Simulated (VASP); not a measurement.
# CdS (F-43m) in VASP: a series of runs

Aim: see how the results for CdS move with the level of theory and the settings. Levels: PBE+D4, r2SCAN, PBE. Tasks: single point.

Program: VASP 6.6.1. These are calculated values, not measurements. Logs are shortened: lines on timing, memory, paths and dates and some standing lists are left out, and cuts for length are marked.

## Step 1: The cell of the first run

The structure is cubic, space group F-43m (No. 216). Conventional cell: a = 5.878 Å, b = 5.878 Å, c = 5.878 Å, α = 90.00°, β = 90.00°, γ = 90.00°. Within 3.4 Å of Cd (site symmetry -43m) lie 4 S at 2.55 Å. Within 3.4 Å of S (site symmetry -43m) lie 4 Cd at 2.55 Å.

## Step 2: Single point, PBE+D4

File INCAR:

```
SYSTEM = CdS
PREC = Accurate
ENCUT = 520
EDIFF = 1E-6
ISMEAR = 0
SIGMA = 0.01
LREAL = .FALSE.
LASPH = .TRUE.
NELM = 60
ALGO = Normal
ISIF = 2
LWAVE = .FALSE.
LCHARG = .TRUE.
GGA = PE
IVDW = 13
LELF = .TRUE.
LVHAR = .TRUE.
NBANDS = 16
```

File KPOINTS:

```
Automatic mesh
0
G
  6 6 6
  0 0 0
```

File POSCAR:

```
CdS
1.0
    0.0000000000      2.9392148400      2.9392148400
    2.9392148400      0.0000000000      2.9392148400
    2.9392148400      2.9392148400      0.0000000000
Cd S
1 1
Direct
    0.0000000000      0.0000000000      0.0000000000
    0.2500000000      0.2500000000      0.2500000000
```

Potentials or basis: VASP PAW PBE potentials, release 64 (Cd, S).

On the command line:

```console
$ cat potpaw_PBE.64/Cd/POTCAR potpaw_PBE.64/S/POTCAR > POTCAR
$ mpirun -np 1 vasp_std > vasp.out
```

OUTCAR:

```text
SYSTEM = CdS
   PREC = Accurate
   ENCUT = 520
   EDIFF = 1E-6
   ISMEAR = 0
   LREAL = .FALSE.
   LASPH = .TRUE.
   NELM = 60
   ISIF = 2
   GGA = PE
   IVDW = 13

 ion  position               nearest neighbor table
   1  0.000  0.000  0.000-   2 2.55   2 2.55   2 2.55   2 2.55
   2  0.250  0.250  0.250-   1 2.55   1 2.55   1 2.55   1 2.55

  LATTYP: Found a face centered cubic cell.
 ALAT       =     5.8784296800

  Lattice vectors:

 A1 = (   0.0000000000,   2.9392148400,   2.9392148400)
 A2 = (   2.9392148400,   0.0000000000,   2.9392148400)
 A3 = (   2.9392148400,   2.9392148400,   0.0000000000)

Analysis of symmetry for initial positions (statically):
=====================================================================
 Subroutine PRICEL returns:
 Original cell was already a primitive cell.

 Routine SETGRP: Setting up the symmetry group for a
 face centered cubic supercell.

 Subroutine GETGRP returns: Found 24 space group operations
 (whereof 24 operations were pure point group operations)
 out of a pool of 48 trial point group operations.

The static configuration has the point symmetry T_d .

Analysis of symmetry for dynamics (positions and initial velocities):
=====================================================================
 Subroutine PRICEL returns:
 Original cell was already a primitive cell.

 Routine SETGRP: Setting up the symmetry group for a
 face centered cubic supercell.

 Subroutine GETGRP returns: Found 24 space group operations
 (whereof 24 operations were pure point group operations)
 out of a pool of 48 trial point group operations.

The dynamic configuration has the point symmetry T_d .

 Subroutine INISYM returns: Found 24 space group operations
 (whereof 24 operations are pure point group operations),
 and found     1 'primitive' translations

----------------------------------------------------------------------------------------

                                     Primitive cell

  volume of cell :      50.7837

  direct lattice vectors                    reciprocal lattice vectors
     0.000000000  2.939214840  2.939214840    -0.170113458  0.170113458  0.170113458
     2.939214840  0.000000000  2.939214840     0.170113458 -0.170113458  0.170113458
     2.939214840  2.939214840  0.000000000     0.170113458  0.170113458 -0.170113458

  length of vectors
     4.156677489  4.156677489  4.156677489     0.294645152  0.294645152  0.294645152

  position of ions in fractional coordinates (direct lattice)
     0.000000000  0.000000000  0.000000000
     0.250000000  0.250000000  0.250000000

  ion indices of the primitive-cell ions
   primitive index   ion index
                 1           1
                 2           2

----------------------------------------------------------------------------------------

 KPOINTS: Automatic mesh

Automatic generation of k-mesh.
 Grid dimensions read from file:
 generate k-points for:    6    6    6

 Generating k-lattice:

  Cartesian coordinates                     Fractional coordinates (reciprocal lattice)
    -0.028352243  0.028352243  0.028352243     0.166666667  0.000000000  0.000000000
     0.028352243 -0.028352243  0.028352243     0.000000000  0.166666667  0.000000000
     0.028352243  0.028352243 -0.028352243     0.000000000  0.000000000  0.166666667

  Length of vectors
     0.049107525  0.049107525  0.049107525

  Shift w.r.t. Gamma in fractional coordinates (k-lattice)
     0.000000000  0.000000000  0.000000000

 Subroutine IBZKPT returns following result:
 ===========================================

 Found     16 irreducible k-points:

 Following reciprocal coordinates:
            Coordinates               Weight
  0.000000  0.000000  0.000000      1.000000
  0.166667  0.000000  0.000000      8.000000
  0.333333  0.000000  0.000000      8.000000
  0.500000  0.000000  0.000000      4.000000
  0.166667  0.166667  0.000000      6.000000
  0.333333  0.166667  0.000000     24.000000
[... 8 lines left out ...]
 -0.333333  0.333333  0.166667     24.000000
 -0.333333  0.500000  0.166667     12.000000
   k-points           NKPTS =     16   k-points in BZ     NKDIM =     16   number of bands    NBANDS=     16
   number of dos      NEDOS =    301   number of ions     NIONS =      2
   total plane-waves  NPLWV =  32768
   dimension x,y,z NGX =    32 NGY =   32 NGZ =   32
   dimension x,y,z NGXF=    64 NGYF=   64 NGZF=   64
   ions per type =               1   1
   NGX,Y,Z   is equivalent  to a cutoff of  12.80, 12.80, 12.80 a.u.
   NGXF,Y,Z  is equivalent  to a cutoff of  25.60, 25.60, 25.60 a.u.
 SYSTEM =  CdS
   PREC   = accura    normal or accurate (medium, high low for compatibility)
   ISTART =      0    job   : 0-new  1-cont  2-samecut
   ICHARG =      2    charge: 1-file 2-atom 10-const
   ISPIN  =      1    spin polarized calculation?
   LNONCOLLINEAR =      F non collinear calculations
   LSORBIT =      F    spin-orbit coupling
   LASPH  =      T    aspherical Exc in radial PAW
   ENCUT  =  520.0 eV  38.22 Ry    6.18 a.u.   7.73  7.73  7.73*2*pi/ulx,y,z
   NELM   =     60;   NELMIN=  2; NELMDL= -5     # of ELM steps
   EDIFF  = 0.1E-05   stopping-criterion for ELM
   LREAL  =      F    real-space projection
   EDIFFG = 0.1E-04   stopping-criterion for IOM
   NSW    =      0    number of steps for IOM
   IBRION =     -1    ionic relax: 0-MD 1-quasi-New 2-CG
   NFREE  =      0    steps in history (QN), initial steepest desc. (CG)
   ISIF   =      2    stress and relaxation
   ISYM   =      2    0-nonsym 1-usesym 2-fastsym
   POTIM  = 0.5000    time-step for ionic-motion
   TEBEG  =    0.0;   TEEND  =   0.0 temperature during run
   PSTRESS=    0.0 pullay stress
   NELECT =      18.0000    total number of electrons
   NUPDOWN=      -1.0000    fix difference up-down
   EMIN   =  10.00;   EMAX   =-10.00  energy-range for DOS
   EFERMI =   0.00;   METHOD = LEGACY
   ISMEAR =     0;   SIGMA  =   0.01  broadening in eV -4-tet -1-fermi 0-gaus
   EFERMI_NEDOS =   21; number of points for ismear=-14 and -15
   IALGO  =     38    algorithm
   IMIX   =      4    mixing-type and parameters
     AMIX     =   0.40;   BMIX     =  1.00
     AMIX_MAG =   1.60;   BMIX_MAG =  1.00
  volume/ion in A,a.u.               =      25.39       171.35
  Fermi-wavevector in a.u.,A,eV,Ry     =   1.158575  2.189390 18.263062  1.342297
  Thomas-Fermi vector in A             =   2.295176
   LORBIT       =      0    0 simple, 1 ext, 2 COOP (PROOUT), +10 PAW based schemes
   GGA     = PE    functional components
   LHFCALC =     F    Hartree Fock is set to
   AEXX    =    0.0000 exact exchange contribution
   IVDW    =    13    specifies the selected vdW correction
   LEPSILON=     F    determine dielectric tensor
   LRPA    =     F    only Hartree local field effects (RPA)
 non-spin polarized calculation
 Gauss-broadening in eV      SIGMA  =   0.01
  energy-cutoff  :      520.00
  volume of cell :       50.78
 maximum number of plane-waves:      1381
   NGX = 15   NGY = 15   NGZ = 15

 number of electron      18.0000005 magnetization

 Free energy of the ion-electron system (eV)
  ---------------------------------------------------
  ext. energy  EPLUGINS =         0.00000000
  ---------------------------------------------------
  free energy    TOTEN  =        -6.13712440 eV

  energy without entropy =       -6.13712440  energy(sigma->0) =       -6.13712440

 E-fermi :   1.1721     XC(G=0):  -9.0402

 val. band max:        1.1198029690   @ k =   0.0000   0.0000   0.0000
 cond. band min:       2.2169980419   @ k =   0.0000   0.0000   0.0000
 fundamental gap:      1.0971950729
 Fermi energy:         1.1721097010

 k-point     1 :       0.0000    0.0000    0.0000
  band No.  band energies     occupation
      1     -11.1095      2.00000
      2      -6.5289      2.00000
      3      -6.5289      2.00000
      4      -6.5289      2.00000
      5      -6.0805      2.00000
      6      -6.0805      2.00000
[... 8 lines left out ...]
     15      12.5635      0.00000
     16      12.5635      0.00000

 k-point     2 :       0.1667    0.0000    0.0000
  band No.  band energies     occupation
      1     -11.0086      2.00000
      2      -6.4934      2.00000
      3      -6.4934      2.00000
      4      -6.4312      2.00000
      5      -6.0811      2.00000
      6      -6.0811      2.00000
[... 8 lines left out ...]
     15      11.7904      0.00000
     16      12.8933      0.00000

 k-point     3 :       0.3333    0.0000    0.0000
  band No.  band energies     occupation
      1     -10.8061      2.00000
      2      -6.4356      2.00000
      3      -6.4356      2.00000
      4      -6.0773      2.00000
      5      -6.0647      2.00000
      6      -6.0647      2.00000
[... 8 lines left out ...]
     15      12.1968      0.00000
     16      12.1968      0.00000

 k-point     4 :       0.5000    0.0000    0.0000
  band No.  band energies     occupation
      1     -10.7056      2.00000
      2      -6.4157      2.00000
      3      -6.4157      2.00000
      4      -6.0451      2.00000
      5      -6.0451      2.00000
      6      -5.7204      2.00000
[... 8 lines left out ...]
     15      13.6166      0.00000
     16      13.6166      0.00000

 k-point     5 :       0.1667    0.1667    0.0000
  band No.  band energies     occupation
      1     -10.9754      2.00000
      2      -6.4569      2.00000
      3      -6.4569      2.00000
      4      -6.4497      2.00000
      5      -6.1030      2.00000
      6      -6.0602      2.00000
[... 8 lines left out ...]
     15      12.7447      0.00000
     16      14.3815      0.00000

 k-point     6 :       0.3333    0.1667    0.0000
  band No.  band energies     occupation
      1     -10.8078      2.00000
      2      -6.4184      2.00000
      3      -6.3879      2.00000
      4      -6.2333      2.00000
      5      -6.0545      2.00000
      6      -6.0418      2.00000
[... 8 lines left out ...]
     15      12.9535      0.00000
     16      14.0361      0.00000

 k-point     7 :       0.5000    0.1667    0.0000
  band No.  band energies     occupation
      1     -10.6754      2.00000
      2      -6.3940      2.00000
      3      -6.3612      2.00000
      4      -6.1079      2.00000
      5      -6.0394      2.00000
      6      -5.7024      2.00000
[... 8 lines left out ...]
     15      13.6719      0.00000
     16      13.9333      0.00000

 k-point     8 :      -0.3333    0.1667    0.0000
  band No.  band energies     occupation
      1     -10.7081      2.00000
      2      -6.3946      2.00000
      3      -6.3853      2.00000
      4      -6.0828      2.00000
      5      -6.0782      2.00000
      6      -5.8124      2.00000
[... 8 lines left out ...]
     15      13.1476      0.00000
     16      13.9806      0.00000

 k-point     9 :      -0.1667    0.1667    0.0000
  band No.  band energies     occupation
      1     -10.8743      2.00000
      2      -6.4515      2.00000
      3      -6.4300      2.00000
      4      -6.2715      2.00000
      5      -6.0983      2.00000
      6      -6.0461      2.00000
[... 8 lines left out ...]
     15      12.4176      0.00000
     16      14.4190      0.00000

 k-point    10 :       0.3333    0.3333    0.0000
  band No.  band energies     occupation
      1     -10.7098      2.00000
      2      -6.3102      2.00000
      3      -6.2947      2.00000
      4      -6.2947      2.00000
      5      -6.0196      2.00000
      6      -5.9717      2.00000
[... 8 lines left out ...]
     15      13.1898      0.00000
     16      16.4328      0.00000

 k-point    11 :       0.5000    0.3333    0.0000
  band No.  band energies     occupation
      1     -10.6130      2.00000
      2      -6.3308      2.00000
      3      -6.2523      2.00000
      4      -6.2038      2.00000
      5      -6.0189      2.00000
      6      -5.6719      2.00000
[... 8 lines left out ...]
     15      13.7833      0.00000
     16      14.7010      0.00000

 k-point    12 :      -0.3333    0.3333    0.0000
  band No.  band energies     occupation
      1     -10.6132      2.00000
      2      -6.3575      2.00000
      3      -6.2910      2.00000
      4      -6.1267      2.00000
      5      -6.0592      2.00000
      6      -5.5566      2.00000
[... 8 lines left out ...]
     15      12.4574      0.00000
     16      15.7069      0.00000

 k-point    13 :       0.5000    0.5000    0.0000
  band No.  band energies     occupation
      1     -10.5808      2.00000
      2      -6.3224      2.00000
      3      -6.2023      2.00000
      4      -6.2023      2.00000
      5      -5.9992      2.00000
      6      -5.6575      2.00000
[... 8 lines left out ...]
     15      13.4764      0.00000
     16      14.5576      0.00000

 k-point    14 :       0.5000    0.3333    0.1667
  band No.  band energies     occupation
      1     -10.6770      2.00000
      2      -6.3511      2.00000
      3      -6.3427      2.00000
      4      -6.1680      2.00000
      5      -6.0431      2.00000
      6      -5.7990      2.00000
[... 8 lines left out ...]
     15      14.0363      0.00000
     16      14.2708      0.00000

 k-point    15 :      -0.3333    0.3333    0.1667
  band No.  band energies     occupation
      1     -10.6132      2.00000
      2      -6.3467      2.00000
      3      -6.3071      2.00000
      4      -6.1178      2.00000
      5      -6.0627      2.00000
      6      -5.5551      2.00000
[... 8 lines left out ...]
     15      13.5282      0.00000
     16      14.3616      0.00000

 k-point    16 :      -0.3333    0.5000    0.1667
  band No.  band energies     occupation
      1     -10.5820      2.00000
      2      -6.3110      2.00000
      3      -6.2740      2.00000
      4      -6.1524      2.00000
      5      -6.0407      2.00000
      6      -5.5267      2.00000
[... 8 lines left out ...]
     15      14.2499      0.00000
     16      14.3559      0.00000

------------------------ aborting loop because EDIFF is reached ----------------------------------------

  DFT-D4 for vdW energy calculation

  Edisp (eV):   -0.61172

  FORCE on cell =-STRESS in cart. coord.  units (eV):
  Direction    XX          YY          ZZ          XY          YZ          ZX
  --------------------------------------------------------------------------------------
  -------------------------------------------------------------------------------------
  Total      -0.13260    -0.13260    -0.13260     0.00000    -0.00000    -0.00000
  in kB      -4.18349    -4.18349    -4.18349     0.00000    -0.00000    -0.00000
  external pressure =       -4.18 kB  Pullay stress =        0.00 kB

 VOLUME and BASIS-vectors are now :
 -----------------------------------------------------------------------------
  energy-cutoff  :      520.00
  volume of cell :       50.78
      direct lattice vectors                 reciprocal lattice vectors
     0.000000000  2.939214840  2.939214840    -0.170113458  0.170113458  0.170113458
     2.939214840  0.000000000  2.939214840     0.170113458 -0.170113458  0.170113458
     2.939214840  2.939214840  0.000000000     0.170113458  0.170113458 -0.170113458

 POSITION                                       TOTAL-FORCE (eV/Angst)
 -----------------------------------------------------------------------------------
      0.00000      0.00000      0.00000        -0.000000      0.000000     -0.000000
      1.46961      1.46961      1.46961         0.000000     -0.000000      0.000000
 -----------------------------------------------------------------------------------
    total drift:                               -0.000000     -0.000000     -0.000000

  FREE ENERGIE OF THE ION-ELECTRON SYSTEM (eV)
  ---------------------------------------------------
  free  energy   TOTEN  =        -6.7488476955 eV

  energy  without entropy=       -6.7488476955  energy(sigma->0) =       -6.74884770
```

It took 7.5 s on 1 thread of Intel Xeon 6975P-C (Granite Rapids), shared host; peak memory 0.17 GiB.

Results:

```
Free energy                : -6.7488 eV
Pressure                   : -0.4 GPa
Band gap on the k mesh     : 1.10 eV, direct
Dispersion energy per atom : -0.306 eV
```

Levels at points of the mesh, in eV from the valence-band top:
```tsv
k point	band 5	band 6	band 7	band 8	band 9	band 10	band 11	band 12	band 13	band 14
(0.00, 0.00, 0.00)	-7.20	-7.20	0.00	0.00	0.00	1.10	6.55	6.55	6.55	11.31
(0.50, 0.00, 0.00)	-7.16	-6.84	-4.26	-0.72	-0.72	2.98	7.01	7.01	7.41	11.02
(0.50, 0.50, 0.00)	-7.12	-6.78	-3.85	-1.80	-1.80	3.59	4.32	9.14	10.64	10.64
```

PBE gaps usually lie below the measured ones, often by a third to a half.

(Part 1 of 2 ends here.)
